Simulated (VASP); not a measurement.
# SiMo6 (P1) in VASP: further runs

The runs below take SiMo6 through single point, with PBE.

All numbers are computed with VASP 6.6.1; they aren't measurements. Logs are shortened: lines on timing, memory, paths and dates and some standing lists are left out, and cuts for length are marked.

## 1. The cell of the first run

The typed cell holds 7 atoms: a = 4.861 Å, b = 4.861 Å, c = 4.861 Å, α = 90.00°, β = 90.00°, γ = 90.00°.

## 2. Single point, PBE

File INCAR:

```
PREC = Accurate
ENCUT = 520
EDIFF = 1E-6
ISMEAR = -1
SIGMA = 0.05
LREAL = False
LASPH = True
NELM = 60
ALGO = Normal
ISIF = 2
LWAVE = False
LCHARG = True
GGA = PE
LELF = True
LVHAR = True
NBANDS = 53
```

File KPOINTS:

```
Automatic mesh
0
Gamma
  3 3 3
```

File POSCAR:

```
SiMo6
1.0
    4.8612537700      0.0000000000      0.0000000000
    0.0000000000      4.8612537700      0.0000000000
    0.0000000000      0.0000000000      4.8612537700
Mo Si
6 1
Direct
    0.1378492117      0.0571704365      0.2950088738
    0.6750739943      0.8580827493      0.0783242386
    0.6545138663     -0.1600434861      0.5775672559
    0.4279116249      0.3553437203     -0.1566081583
   -0.0758407229      0.3500924001      0.8517506380
    0.1716662078      0.5648596288      0.3803695687
    0.6459695685      0.3525497909      0.3502748634
```

Potentials or basis: VASP PAW PBE potentials, release 64 (Mo_sv, Si).

Command:

```sh
> cat potpaw_PBE.64/Mo_sv/POTCAR potpaw_PBE.64/Si/POTCAR > POTCAR
> mpirun -np 1 vasp_std > vasp.out
```

OUTCAR:

```text
PREC = Accurate
   ENCUT = 520
   EDIFF = 1E-6
   ISMEAR = -1
   LREAL = False
   LASPH = True
   NELM = 60
   ISIF = 2
   GGA = PE

 ion  position               nearest neighbor table
   1  0.138  0.057  0.295-   6 2.43   6 2.51   2 2.67   5 2.78   7 2.80   7 2.87   3 2.92   2 2.98
                             4 2.98   3 3.05   5 3.23   4 3.35
   2  0.675  0.858  0.078-   3 2.43   3 2.44   1 2.67   7 2.75   7 2.79   5 2.90   4 2.93   4 2.95
                             5 2.96   1 2.98   6 3.16   6 3.19
   3  0.655  0.840  0.578-   2 2.43   2 2.44   7 2.61   7 2.73   6 2.87   4 2.90   1 2.92   6 3.00
                             4 3.03   5 3.03   1 3.05   5 3.11
   4  0.428  0.355  0.843-   5 2.41   5 2.45   7 2.62   7 2.68   6 2.77   3 2.90   2 2.93   2 2.95
                             1 2.98   3 3.03   6 3.07   1 3.35
   5  0.924  0.350  0.852-   4 2.41   4 2.45   7 2.78   1 2.78   7 2.79   6 2.79   2 2.90   2 2.96
                             6 3.02   3 3.03   3 3.11   1 3.23
   6  0.172  0.565  0.380-   1 2.43   1 2.51   7 2.53   7 2.76   4 2.77   5 2.79   3 2.87   3 3.00
                             5 3.02   4 3.07   2 3.16   2 3.19
   7  0.646  0.353  0.350-   6 2.53   3 2.61   4 2.62   4 2.68   3 2.73   2 2.75   6 2.76   5 2.78
                             5 2.79   2 2.79   1 2.80   1 2.87

  LATTYP: Found a simple cubic cell.
 ALAT       =     4.8612537700

  Lattice vectors:

 A1 = (   4.8612537700,   0.0000000000,   0.0000000000)
 A2 = (   0.0000000000,   4.8612537700,   0.0000000000)
 A3 = (   0.0000000000,   0.0000000000,   4.8612537700)

Analysis of symmetry for initial positions (statically):
=====================================================================
 Subroutine PRICEL returns:
 Original cell was already a primitive cell.

 Routine SETGRP: Setting up the symmetry group for a
 simple cubic supercell.

 Subroutine GETGRP returns: Found  1 space group operations
 (whereof  1 operations were pure point group operations)
 out of a pool of 48 trial point group operations.

The static configuration has the point symmetry C_1 .

Analysis of symmetry for dynamics (positions and initial velocities):
=====================================================================
 Subroutine PRICEL returns:
 Original cell was already a primitive cell.

 Routine SETGRP: Setting up the symmetry group for a
 simple cubic supercell.

 Subroutine GETGRP returns: Found  1 space group operations
 (whereof  1 operations were pure point group operations)
 out of a pool of 48 trial point group operations.

The dynamic configuration has the point symmetry C_1 .

 Subroutine INISYM returns: Found  1 space group operations
 (whereof  1 operations are pure point group operations),
 and found     1 'primitive' translations

----------------------------------------------------------------------------------------

                                     Primitive cell

  volume of cell :     114.8801

  direct lattice vectors                    reciprocal lattice vectors
     4.861253770  0.000000000  0.000000000     0.205708249  0.000000000  0.000000000
     0.000000000  4.861253770  0.000000000     0.000000000  0.205708249  0.000000000
     0.000000000  0.000000000  4.861253770     0.000000000  0.000000000  0.205708249

  length of vectors
     4.861253770  4.861253770  4.861253770     0.205708249  0.205708249  0.205708249

  position of ions in fractional coordinates (direct lattice)
     0.137849212  0.057170437  0.295008874
     0.675073994  0.858082749  0.078324239
     0.654513866  0.839956514  0.577567256
     0.427911625  0.355343720  0.843391842
     0.924159277  0.350092400  0.851750638
     0.171666208  0.564859629  0.380369569
     0.645969568  0.352549791  0.350274863

  ion indices of the primitive-cell ions
   primitive index   ion index
                 1           1
                 2           2
                 3           3
                 4           4
                 5           5
                 6           6
                 7           7

----------------------------------------------------------------------------------------

 KPOINTS: Automatic mesh

Automatic generation of k-mesh.
 Grid dimensions read from file:
 generate k-points for:    3    3    3

 Generating k-lattice:

  Cartesian coordinates                     Fractional coordinates (reciprocal lattice)
     0.068569416  0.000000000  0.000000000     0.333333333  0.000000000  0.000000000
     0.000000000  0.068569416  0.000000000     0.000000000  0.333333333  0.000000000
     0.000000000  0.000000000  0.068569416     0.000000000  0.000000000  0.333333333

  Length of vectors
     0.068569416  0.068569416  0.068569416

  Shift w.r.t. Gamma in fractional coordinates (k-lattice)
     0.000000000  0.000000000  0.000000000

 Subroutine IBZKPT returns following result:
 ===========================================

 Found     14 irreducible k-points:

 Following reciprocal coordinates:
            Coordinates               Weight
  0.000000  0.000000  0.000000      1.000000
  0.333333  0.000000  0.000000      2.000000
  0.000000  0.333333  0.000000      2.000000
  0.000000  0.000000  0.333333      2.000000
  0.333333  0.333333  0.000000      2.000000
  0.000000  0.333333  0.333333      2.000000
  0.333333  0.000000  0.333333      2.000000
 -0.333333  0.333333  0.000000      2.000000
 -0.333333  0.000000  0.333333      2.000000
  0.000000 -0.333333  0.333333      2.000000
  0.333333  0.333333  0.333333      2.000000
 -0.333333  0.333333  0.333333      2.000000
 -0.333333 -0.333333  0.333333      2.000000
  0.333333 -0.333333  0.333333      2.000000
   k-points           NKPTS =     14   k-points in BZ     NKDIM =     14   number of bands    NBANDS=     53
   number of dos      NEDOS =    301   number of ions     NIONS =      7
   total plane-waves  NPLWV =  46656
   dimension x,y,z NGX =    36 NGY =   36 NGZ =   36
   dimension x,y,z NGXF=    72 NGYF=   72 NGZF=   72
   ions per type =               6   1
   NGX,Y,Z   is equivalent  to a cutoff of  12.31, 12.31, 12.31 a.u.
   NGXF,Y,Z  is equivalent  to a cutoff of  24.62, 24.62, 24.62 a.u.
 SYSTEM =  unknown system
   PREC   = accura    normal or accurate (medium, high low for compatibility)
   ISTART =      0    job   : 0-new  1-cont  2-samecut
   ICHARG =      2    charge: 1-file 2-atom 10-const
   ISPIN  =      1    spin polarized calculation?
   LNONCOLLINEAR =      F non collinear calculations
   LSORBIT =      F    spin-orbit coupling
   LASPH  =      T    aspherical Exc in radial PAW
   ENCUT  =  520.0 eV  38.22 Ry    6.18 a.u.   9.04  9.04  9.04*2*pi/ulx,y,z
   NELM   =     60;   NELMIN=  2; NELMDL= -5     # of ELM steps
   EDIFF  = 0.1E-05   stopping-criterion for ELM
   LREAL  =      F    real-space projection
   EDIFFG = 0.1E-04   stopping-criterion for IOM
   NSW    =      0    number of steps for IOM
   IBRION =     -1    ionic relax: 0-MD 1-quasi-New 2-CG
   NFREE  =      0    steps in history (QN), initial steepest desc. (CG)
   ISIF   =      2    stress and relaxation
   ISYM   =      2    0-nonsym 1-usesym 2-fastsym
   POTIM  = 0.5000    time-step for ionic-motion
   TEBEG  =    0.0;   TEEND  =   0.0 temperature during run
   PSTRESS=    0.0 pullay stress
   NELECT =      88.0000    total number of electrons
   NUPDOWN=      -1.0000    fix difference up-down
   EMIN   =  10.00;   EMAX   =-10.00  energy-range for DOS
   EFERMI =   0.00;   METHOD = LEGACY
   ISMEAR =    -1;   SIGMA  =   0.05  broadening in eV -4-tet -1-fermi 0-gaus
   EFERMI_NEDOS =   21; number of points for ismear=-14 and -15
   IALGO  =     38    algorithm
   IMIX   =      4    mixing-type and parameters
     AMIX     =   0.40;   BMIX     =  1.00
     AMIX_MAG =   1.60;   BMIX_MAG =  1.00
  volume/ion in A,a.u.               =      16.41       110.75
  Fermi-wavevector in a.u.,A,eV,Ry     =   1.497916  2.830651 30.528100  2.243752
  Thomas-Fermi vector in A             =   2.609742
   LORBIT       =      0    0 simple, 1 ext, 2 COOP (PROOUT), +10 PAW based schemes
   GGA     = PE    functional components
   LHFCALC =     F    Hartree Fock is set to
   AEXX    =    0.0000 exact exchange contribution
   IVDW    =     0    specifies the selected vdW correction
   LEPSILON=     F    determine dielectric tensor
   LRPA    =     F    only Hartree local field effects (RPA)
 non-spin polarized calculation
  energy-cutoff  :      520.00
  volume of cell :      114.88
 maximum number of plane-waves:      3109
   NGX = 19   NGY = 19   NGZ = 19

 number of electron      87.9999998 magnetization

 Free energy of the ion-electron system (eV)
  ---------------------------------------------------
  ext. energy  EPLUGINS =         0.00000000
  ---------------------------------------------------
  free energy    TOTEN  =       -69.19615872 eV

  energy without entropy =      -69.15802704  energy(sigma->0) =      -69.17709288

 E-fermi :  10.9132     XC(G=0): -12.6225

 val. band max:       10.8870238276   @ k =  -0.3333   0.3333   0.0000
 cond. band min:      10.9394732797   @ k =   0.0000   0.0000   0.3333
 fundamental gap:      0.0524494521
 Fermi energy:        10.9132384177

 k-point     1 :       0.0000    0.0000    0.0000
  band No.  band energies     occupation
      1     -49.9949      2.00000
      2     -49.8590      2.00000
      3     -49.8338      2.00000
      4     -49.5821      2.00000
      5     -49.4968      2.00000
      6     -49.4755      2.00000
[... 45 lines left out ...]
     52      13.9711      0.00000
     53      14.0427      0.00000

 k-point     2 :       0.3333    0.0000    0.0000
  band No.  band energies     occupation
      1     -49.9570      2.00000
      2     -49.8654      2.00000
      3     -49.7772      2.00000
      4     -49.5998      2.00000
      5     -49.5707      2.00000
      6     -49.4785      2.00000
[... 45 lines left out ...]
     52      13.6843      0.00000
     53      13.9917      0.00000
[... 614 lines left out ...]
     52      13.2320      0.00000
     53      13.4272      0.00000

 k-point    14 :       0.3333   -0.3333    0.3333
  band No.  band energies     occupation
      1     -49.8653      2.00000
      2     -49.8099      2.00000
      3     -49.7647      2.00000
      4     -49.6558      2.00000
      5     -49.5943      2.00000
      6     -49.5692      2.00000
[... 45 lines left out ...]
     52      13.1735      0.00000
     53      13.4117      0.00000

------------------------ aborting loop because EDIFF is reached ----------------------------------------

  FORCE on cell =-STRESS in cart. coord.  units (eV):
  Direction    XX          YY          ZZ          XY          YZ          ZX
  --------------------------------------------------------------------------------------
  -------------------------------------------------------------------------------------
  Total        1.6433939      0.3825591      1.1232593     -0.2352908     -1.8323973      0.1415674
  in kB       22.9196174      5.3353666     15.6655525     -3.2814861    -25.5555567      1.9743719
  external PRESSURE =      14.6401788 kB  Pullay stress =       0.0000000 kB

 VOLUME and BASIS-vectors are now :
 -----------------------------------------------------------------------------
  energy-cutoff  :      520.00
  volume of cell :      114.88
      direct lattice vectors                 reciprocal lattice vectors
     4.861253770  0.000000000  0.000000000     0.205708249  0.000000000  0.000000000
     0.000000000  4.861253770  0.000000000     0.000000000  0.205708249  0.000000000
     0.000000000  0.000000000  4.861253770     0.000000000  0.000000000  0.205708249

 POSITION                                       TOTAL-FORCE (eV/Angst)
 -----------------------------------------------------------------------------------
      0.67012      0.27792      1.43411         0.712080      0.972044      0.513509
      3.28171      4.17136      0.38075        -0.649338     -0.936772      0.169216
      3.18176      4.08324      2.80770         0.398571      0.708282      0.478147
      2.08019      1.72742      4.09994        -0.608941     -0.524728      0.486464
      4.49257      1.70189      4.14058        -0.082197     -0.132853     -0.422135
      0.83451      2.74593      1.84907        -0.599772      0.450357     -0.833557
      3.14022      1.71383      1.70278         0.829597     -0.536330     -0.391644
 -----------------------------------------------------------------------------------
    total drift:                               -0.000352     -0.000057      0.000786

  FREE ENERGIE OF THE ION-ELECTRON SYSTEM (eV)
  ---------------------------------------------------
  free  energy   TOTEN  =       -69.1961587178 eV

  energy  without entropy=      -69.1580270371  energy(sigma->0) =      -69.17709288
```

Run time: 42 s. Hardware: 1 thread of Intel Xeon 6975P-C (Granite Rapids), shared host; peak memory 0.23 GiB.

Results:

| Quantity | Value |
| --- | --- |
| Free energy | -69.1962 eV |
| Pressure | 1.5 GPa |
| Largest force | 1.310 eV/Å |
| Band gap on the k mesh | zero (bands 44 and 45 overlap by 0.46 eV) |

Forces in eV/Å, atoms in the order of the input:
```
Mo   0.712  0.972  0.514
Mo  -0.649 -0.937  0.169
Mo   0.399  0.708  0.478
Mo  -0.609 -0.525  0.486
Mo  -0.082 -0.133 -0.422
Mo  -0.600  0.450 -0.834
Si   0.830 -0.536 -0.392
```

Stress tensor (GPa, compression positive):
```
 2.29 -0.33  0.20
-0.33  0.53 -2.56
 0.20 -2.56  1.57
```

Caveat: the k points lie up to 0.43 Å⁻¹ apart; forces of over 1 eV/Å act on the atoms, so gaps and moduli don't describe the material at rest.

## 3. Single point, PBE

File INCAR:

```
PREC = Accurate ; ENCUT = 520
EDIFF = 1E-7 ; ISMEAR = -1
SIGMA = 0.05 ; LREAL = F
LASPH = T ; NELM = 80
ALGO = Normal ; ISIF = 2
LWAVE = F ; LCHARG = F
GGA = PE ; NBANDS = 53
```

KPOINTS is that of step 2.

File POSCAR:

```
SiMo6
1.0
    4.8612537700      0.0000000000      0.0000000000
    0.0000000000      4.8612537700      0.0000000000
    0.0000000000      0.0000000000      4.8612537700
Mo Si
6 1
Direct
    0.3393663606      0.2128002464      0.4553411743
    0.5649717398      0.7247000808      0.1198536484
    0.7392763616     -0.1807601581      0.5983793765
    0.3516613369      0.2162094492     -0.0404257851
   -0.1334659803      0.3069090960      0.7456245182
    0.0623071772      0.7321150404      0.1276248946
    0.8369285358      0.2429313621      0.2454615736
```

Potentials or basis: VASP PAW PBE potentials, release 64 (Mo_sv, Si).

Command:

```sh
> cat potpaw_PBE.64/Mo_sv/POTCAR potpaw_PBE.64/Si/POTCAR > POTCAR
> mpirun -np 1 vasp_std > vasp.out
```

Run time: 49 s. Hardware: 1 thread of Intel Xeon 6975P-C (Granite Rapids), shared host; peak memory 0.23 GiB.

The run converged. Its results:

* Free energy: -67.3856 eV
* Pressure: 7.1 GPa
* Largest force: 0.665 eV/Å
* Band gap on the k mesh: zero (bands 44 and 45 overlap by 0.02 eV)

Forces on the atoms (eV/Å):
```
Mo  -0.018 -0.189 -0.228
Mo   0.063 -0.220  0.022
Mo   0.216  0.422  0.312
Mo  -0.045 -0.116 -0.058
Mo  -0.390  0.523 -0.129
Mo   0.065 -0.207  0.296
Si   0.108 -0.212 -0.214
```

Stress tensor (GPa, compression positive):
```
 8.67 -1.08  3.13
-1.08 -3.29  0.58
 3.13  0.58 16.03
```

Levels at points of the mesh, in eV from the Fermi level:
```csv
k point,band 40,band 41,band 42,band 43,band 44,band 45,band 46,band 47,band 48,band 49
"(0.00, 0.00, 0.00)",-1.34,-1.07,-0.72,-0.32,-0.02,0.37,0.82,1.20,1.44,1.77
```

Caveat: the k points lie up to 0.43 Å⁻¹ apart.

## 4. Single point, PBE

File INCAR:

```
SYSTEM = SiMo6
PREC = Accurate
ENCUT = 520
EDIFF = 1E-6
ISMEAR = -1
SIGMA = 0.05
LREAL = .False.
LASPH = .True.
NELM = 100
ALGO = Normal
ISIF = 2
LWAVE = .False.
LCHARG = .False.
GGA = PE
NBANDS = 53
```

File KPOINTS:

```
regular mesh
0
Gamma
  3 3 3
  0 0 0
```

File POSCAR:

```
SiMo6
1.0
    4.8612537700      0.0000000000      0.0000000000
    0.0000000000      4.8612537700      0.0000000000
    0.0000000000      0.0000000000      4.8612537700
Mo Si
6 1
Direct
    0.3798022254      0.1042640487      0.3605446420
    0.6121939197      0.6076963145      0.2325733347
    0.8851049963      0.0767690842      0.5736622962
    0.3685567725      0.1135069318     -0.1196831162
   -0.3315383389      0.5520968719      0.7432014807
    0.1001661347      0.5884965351      0.2600065867
    0.8706618087      0.0889252075      0.0767258855
```

Command:

```sh
> cat potpaw_PBE.64/Mo_sv/POTCAR potpaw_PBE.64/Si/POTCAR > POTCAR
> mpirun -np 1 vasp_std > vasp.out
```

Run time: 46 s. Hardware: 1 thread of Intel Xeon 6975P-C (Granite Rapids), shared host; peak memory 0.22 GiB.

Results (log left out):

| Quantity | Value |
| --- | --- |
| Free energy | -67.1466 eV |
| Pressure | 9.0 GPa |
| Largest force | 1.138 eV/Å |
| Band gap on the k mesh | zero (bands 44 and 45 overlap by 0.34 eV) |

Forces on the atoms (eV/Å):
```
Mo  -0.306  0.001  1.096
Mo  -0.252 -0.572  0.470
Mo  -0.310 -0.217  0.261
Mo   0.149 -0.413 -0.746
Mo   0.221  0.800 -0.299
Mo   0.214  0.276 -0.479
Si   0.283  0.125 -0.302
```

Stress tensor (GPa, compression positive):
```
13.91  0.82 -4.09
 0.82 -8.82  0.10
-4.09  0.10 21.88
```

Levels at points of the mesh, in eV from the Fermi level:
```tsv
k point	band 41	band 42	band 43	band 44	band 45	band 46	band 47	band 48
(0.00, 0.00, 0.00)	-1.04	-0.77	-0.59	-0.15	0.75	1.05	1.17	1.42
```

Caveat: the k points lie up to 0.43 Å⁻¹ apart; forces of over 1 eV/Å act on the atoms, so gaps and moduli don't describe the material at rest.

## 5. Overview

| cell | gap on the mesh (eV) | pressure (GPa) | largest force (eV/Å) |
| --- | --- | --- | --- |
| as given, atomic positions A | none | 1.5 | 1.31 |
| as given, atomic positions B | none | 7.1 | 0.66 |
| as given, atomic positions C | none | 9.0 | 1.14 |

Alike in all rows: task single point; level PBE; potentials or basis VASP PAW PBE potentials, release 64 (Mo_sv, Si); no spin polarisation; k mesh 3 × 3 × 3; cutoff (eV) 520; smearing fermi-dirac 0.05 eV.

Caveats: all runs use coarse meshes; forces of over 1 eV/Å act on the atoms, so gaps and moduli don't describe the material at rest (at least some runs).

Absolute energies hang on the potentials; compare differences alone.

The gap in the log of VASP goes by the Fermi energy; the results here count the filled bands.